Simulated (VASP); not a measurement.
# Mo (Im-3m) in VASP: relaxation of cell and atoms with PBEsol

Aim: the relaxation of cell and atoms of Mo with PBEsol.

Everything below comes from runs of VASP 6.6.1. Logs are shortened: lines on timing, memory, paths and dates and some standing lists are left out, and cuts for length are marked.

## 1. The cell of the first run

The structure is cubic, space group Im-3m (No. 229). The conventional cell has a = 3.129 Å, b = 3.129 Å, c = 3.129 Å, α = 90.00°, β = 90.00°, γ = 90.00°. Within 3.6 Å of Mo (site symmetry m-3m) lie 14 Mo at 2.71 to 3.13 Å.

## 2. Relaxation of cell and atoms, PBEsol

Contents of INCAR:

```
PREC = Accurate
ENCUT = 600
EDIFF = 1E-6
ISMEAR = -1
SIGMA = 0.15
LREAL = False
LASPH = True
NELM = 100
ALGO = Fast
ISIF = 3
LWAVE = False
LCHARG = False
GGA = PS
IBRION = 2
NSW = 80
EDIFFG = -0.001
```

Contents of KPOINTS:

```
Automatic mesh
0
Gamma
  20 20 20
```

Contents of POSCAR:

```
Mo
1.0
   -1.5646440665      1.5646440665      1.5646440665
    1.5646440665     -1.5646440665      1.5646440665
    1.5646440665      1.5646440665     -1.5646440665
Mo
1
Direct
    0.0000000000      0.0000000000      0.0000000000
```

Potentials or basis: VASP PAW PBE potentials, release 64 (Mo_sv).

The run is started by

```bash
$ cat potpaw_PBE.64/Mo_sv/POTCAR > POTCAR
$ mpirun -np 1 vasp_std > vasp.out
```

OUTCAR:

```text
PREC = Accurate
   ENCUT = 600
   EDIFF = 1E-6
   ISMEAR = -1
   LREAL = False
   LASPH = True
   NELM = 100
   ISIF = 3
   GGA = PS
   IBRION = 2
   NSW = 80
   EDIFFG = -0.001

 ion  position               nearest neighbor table
   1  0.000  0.000  0.000-

  LATTYP: Found a body centered cubic cell.
 ALAT       =     3.1292881330

  Lattice vectors:

 A1 = (  -1.5646440665,   1.5646440665,   1.5646440665)
 A2 = (   1.5646440665,  -1.5646440665,   1.5646440665)
 A3 = (   1.5646440665,   1.5646440665,  -1.5646440665)

Analysis of symmetry for initial positions (statically):
=====================================================================
 Subroutine PRICEL returns:
 Original cell was already a primitive cell.

 Routine SETGRP: Setting up the symmetry group for a
 body centered cubic supercell.

 Subroutine GETGRP returns: Found 48 space group operations
 (whereof 48 operations were pure point group operations)
 out of a pool of 48 trial point group operations.

The static configuration has the point symmetry O_h .

Analysis of symmetry for dynamics (positions and initial velocities):
=====================================================================
 Subroutine PRICEL returns:
 Original cell was already a primitive cell.

 Routine SETGRP: Setting up the symmetry group for a
 body centered cubic supercell.

 Subroutine GETGRP returns: Found 48 space group operations
 (whereof 48 operations were pure point group operations)
 out of a pool of 48 trial point group operations.

The dynamic configuration has the point symmetry O_h .

 Subroutine INISYM returns: Found 48 space group operations
 (whereof 48 operations are pure point group operations),
 and found     1 'primitive' translations

----------------------------------------------------------------------------------------

                                     Primitive cell

  volume of cell :      15.3217

  direct lattice vectors                    reciprocal lattice vectors
    -1.564644067  1.564644067  1.564644067     0.000000000  0.319561497  0.319561497
     1.564644067 -1.564644067  1.564644067     0.319561497  0.000000000  0.319561497
     1.564644067  1.564644067 -1.564644067     0.319561497  0.319561497  0.000000000

  length of vectors
     2.710043019  2.710043019  2.710043019     0.451928203  0.451928203  0.451928203

  position of ions in fractional coordinates (direct lattice)
     0.000000000  0.000000000  0.000000000

  ion indices of the primitive-cell ions
   primitive index   ion index
                 1           1

----------------------------------------------------------------------------------------

 KPOINTS: Automatic mesh

Automatic generation of k-mesh.
 Grid dimensions read from file:
 generate k-points for:   20   20   20

 Generating k-lattice:

  Cartesian coordinates                     Fractional coordinates (reciprocal lattice)
     0.000000000  0.015978075  0.015978075     0.050000000  0.000000000  0.000000000
     0.015978075  0.000000000  0.015978075     0.000000000  0.050000000  0.000000000
     0.015978075  0.015978075  0.000000000     0.000000000  0.000000000  0.050000000

  Length of vectors
     0.022596410  0.022596410  0.022596410

  Shift w.r.t. Gamma in fractional coordinates (k-lattice)
     0.000000000  0.000000000  0.000000000

 Subroutine IBZKPT returns following result:
 ===========================================

 Found    256 irreducible k-points:

 Following reciprocal coordinates:
            Coordinates               Weight
  0.000000  0.000000  0.000000      1.000000
  0.050000  0.000000  0.000000     12.000000
  0.100000  0.000000  0.000000     12.000000
  0.150000  0.000000  0.000000     12.000000
  0.200000  0.000000  0.000000     12.000000
  0.250000  0.000000  0.000000     12.000000
[... 16 lines left out ...]
  0.200000  0.100000  0.000000     48.000000
  0.250000  0.100000 -0.000000     48.000000
 [... further k-points ...]
   k-points           NKPTS =    256   k-points in BZ     NKDIM =    256   number of bands    NBANDS=     11
   number of dos      NEDOS =    301   number of ions     NIONS =      1
   total plane-waves  NPLWV =  13824
   dimension x,y,z NGX =    24 NGY =   24 NGZ =   24
   dimension x,y,z NGXF=    48 NGYF=   48 NGZF=   48
   ions per type =               1
   NGX,Y,Z   is equivalent  to a cutoff of  14.72, 14.72, 14.72 a.u.
   NGXF,Y,Z  is equivalent  to a cutoff of  29.45, 29.45, 29.45 a.u.
 SYSTEM =  unknown system
   PREC   = accura    normal or accurate (medium, high low for compatibility)
   ISTART =      0    job   : 0-new  1-cont  2-samecut
   ICHARG =      2    charge: 1-file 2-atom 10-const
   ISPIN  =      1    spin polarized calculation?
   LNONCOLLINEAR =      F non collinear calculations
   LSORBIT =      F    spin-orbit coupling
   LASPH  =      T    aspherical Exc in radial PAW
   ENCUT  =  600.0 eV  44.10 Ry    6.64 a.u.   5.41  5.41  5.41*2*pi/ulx,y,z
   NELM   =    100;   NELMIN=  2; NELMDL= -5     # of ELM steps
   EDIFF  = 0.1E-05   stopping-criterion for ELM
   LREAL  =      F    real-space projection
   EDIFFG = -.1E-02   stopping-criterion for IOM
   NSW    =     80    number of steps for IOM
   IBRION =      2    ionic relax: 0-MD 1-quasi-New 2-CG
   NFREE  =      1    steps in history (QN), initial steepest desc. (CG)
   ISIF   =      3    stress and relaxation
   ISYM   =      2    0-nonsym 1-usesym 2-fastsym
   POTIM  = 0.5000    time-step for ionic-motion
   TEBEG  =    0.0;   TEEND  =   0.0 temperature during run
   PSTRESS=    0.0 pullay stress
   NELECT =      14.0000    total number of electrons
   NUPDOWN=      -1.0000    fix difference up-down
   EMIN   =  10.00;   EMAX   =-10.00  energy-range for DOS
   EFERMI =   0.00;   METHOD = LEGACY
   ISMEAR =    -1;   SIGMA  =   0.15  broadening in eV -4-tet -1-fermi 0-gaus
   EFERMI_NEDOS =   21; number of points for ismear=-14 and -15
   IALGO  =     68    algorithm
   IMIX   =      4    mixing-type and parameters
     AMIX     =   0.40;   BMIX     =  1.00
     AMIX_MAG =   1.60;   BMIX_MAG =  1.00
  volume/ion in A,a.u.               =      15.32       103.40
  Fermi-wavevector in a.u.,A,eV,Ry     =   1.588603  3.002024 34.336458  2.523658
  Thomas-Fermi vector in A             =   2.687581
   LORBIT       =      0    0 simple, 1 ext, 2 COOP (PROOUT), +10 PAW based schemes
   GGA     = PS    functional components
   LHFCALC =     F    Hartree Fock is set to
   AEXX    =    0.0000 exact exchange contribution
   IVDW    =     0    specifies the selected vdW correction
   LEPSILON=     F    determine dielectric tensor
   LRPA    =     F    only Hartree local field effects (RPA)
 conjugate gradient relaxation of ions
 non-spin polarized calculation
 RMM-DIIS sequential band-by-band and
  energy-cutoff  :      600.00
  volume of cell :       15.32
 maximum number of plane-waves:       532
 NGX is ok and might be reduce to    24
   NGX = 11   NGY = 11   NGZ = 11

--------------------------------------- Ionic step        1  -------------------------------------------

 number of electron      14.0000000 magnetization

 Free energy of the ion-electron system (eV)
  ---------------------------------------------------
  ext. energy  EPLUGINS =         0.00000000
  ---------------------------------------------------
  free energy    TOTEN  =       -11.80258053 eV

  energy without entropy =      -11.75563998  energy(sigma->0) =      -11.77911026

------------------------ aborting loop because EDIFF is reached ----------------------------------------

  FORCE on cell =-STRESS in cart. coord.  units (eV):
  Direction    XX          YY          ZZ          XY          YZ          ZX
  --------------------------------------------------------------------------------------
  -------------------------------------------------------------------------------------
  Total        0.0686078      0.0686078      0.0686078      0.0000000      0.0000000      0.0000000
  in kB        7.1742623      7.1742623      7.1742623      0.0000000      0.0000000      0.0000000
  external PRESSURE =       7.1742623 kB  Pullay stress =       0.0000000 kB
[... 86 lines left out ...]
  FREE ENERGIE OF THE ION-ELECTRON SYSTEM (eV)
  ---------------------------------------------------
  free  energy   TOTEN  =       -11.8026608968 eV

  energy  without entropy=      -11.7556463748  energy(sigma->0) =      -11.77915364

[... ionic steps 4 to 12 ...]

--------------------------------------- Ionic step       13  -------------------------------------------

 number of electron      14.0000001 magnetization

------------------------ aborting loop because EDIFF is reached ----------------------------------------

  FORCE on cell =-STRESS in cart. coord.  units (eV):
  Direction    XX          YY          ZZ          XY          YZ          ZX
  --------------------------------------------------------------------------------------
  -------------------------------------------------------------------------------------
  Total       -0.0025056     -0.0025056     -0.0025056     -0.0000000      0.0000000      0.0000000
  in kB       -0.2613602     -0.2613602     -0.2613602     -0.0000000      0.0000000      0.0000000
  external PRESSURE =      -0.2613602 kB  Pullay stress =       0.0000000 kB
[... 55 lines left out ...]
  energy  without entropy=      -11.7556544329  energy(sigma->0) =      -11.77915757

--------------------------------------- Ionic step       15  -------------------------------------------

 number of electron      14.0000001 magnetization

 Free energy of the ion-electron system (eV)
  ---------------------------------------------------
  ext. energy  EPLUGINS =         0.00000000
  ---------------------------------------------------
  free energy    TOTEN  =       -11.80266074 eV

  energy without entropy =      -11.75565419  energy(sigma->0) =      -11.77915747

 E-fermi :  12.7368     XC(G=0): -13.6275

 val. band max:       12.7337644856   @ k =  -0.2000   0.2000   0.1000
 cond. band min:      12.7433780413   @ k =  -0.2000   0.2000   0.1500
 fundamental gap:      0.0096135557
 Fermi energy:        12.7367553298

 k-point     1 :       0.0000    0.0000    0.0000
  band No.  band energies     occupation
      1     -48.4423      2.00000
      2     -21.6886      2.00000
      3     -21.6886      2.00000
      4     -21.6886      2.00000
      5       5.4069      2.00000
      6      11.3502      1.99981
      7      11.3502      1.99981
      8      11.3502      1.99981
      9      14.4311      0.00002
     10      14.4311      0.00002
     11      27.5831      0.00000
[... 309 lines left out ...]
 k-point    24 :       0.2500    0.1000   -0.0000
  band No.  band energies     occupation
      1     -48.2448      2.00000
      2     -22.7024      2.00000
      3     -22.0201      2.00000
      4     -21.7486      2.00000
      5       7.9347      2.00000
      6       9.9173      2.00000
      7      11.0563      1.99997
      8      13.8059      0.00160
      9      14.9562      0.00000
     10      15.4189      0.00000
     11      27.1045      0.00000

 [... further k-points ...]

------------------------ aborting loop because EDIFF is reached ----------------------------------------

  FORCE on cell =-STRESS in cart. coord.  units (eV):
  Direction    XX          YY          ZZ          XY          YZ          ZX
  --------------------------------------------------------------------------------------
  -------------------------------------------------------------------------------------
  Total       -0.0004846     -0.0004846     -0.0004846     -0.0000000      0.0000000     -0.0000000
  in kB       -0.0505472     -0.0505472     -0.0505472     -0.0000000      0.0000000     -0.0000000
  external PRESSURE =      -0.0505472 kB  Pullay stress =       0.0000000 kB
[... 16 lines left out ...]
  FREE ENERGIE OF THE ION-ELECTRON SYSTEM (eV)
  ---------------------------------------------------
  free  energy   TOTEN  =       -11.8026607394 eV

  energy  without entropy=      -11.7556541940  energy(sigma->0) =      -11.77915747

 reached required accuracy - stopping structural energy minimisation
```

It took 4.2 min on 1 thread of Intel Xeon 8259CL, shared host; peak memory 0.19 GiB.

What came out:

- Free energy: -11.8027 eV
- Relaxed volume: 15.36 Å³/atom
- Relaxed cell: a = 2.712 Å, b = 2.712 Å, c = 2.712 Å, α = 109.47°, β = 109.47°, γ = 109.47°
- Space group after relaxing (to 0.05 Å): Im-3m (No. 229)
- Energy gained by relaxing: 0.1 meV/atom
- Ionic steps: 15
- Pressure after relaxing: 0.0 GPa
- Band gap on the k mesh: zero (band 7 reaches 16.86 eV, above the bottom of band 8 at 11.35 eV)

Final structure:
```
CELL_PARAMETERS angstrom
-1.56593 1.56593 1.56593
1.56593 -1.56593 1.56593
1.56593 1.56593 -1.56593
ATOMIC_POSITIONS crystal
Mo 0.00000 0.00000 0.00000
```

Caveat: the PAW data sets were made with another functional, which shifts forces and pressure a little.
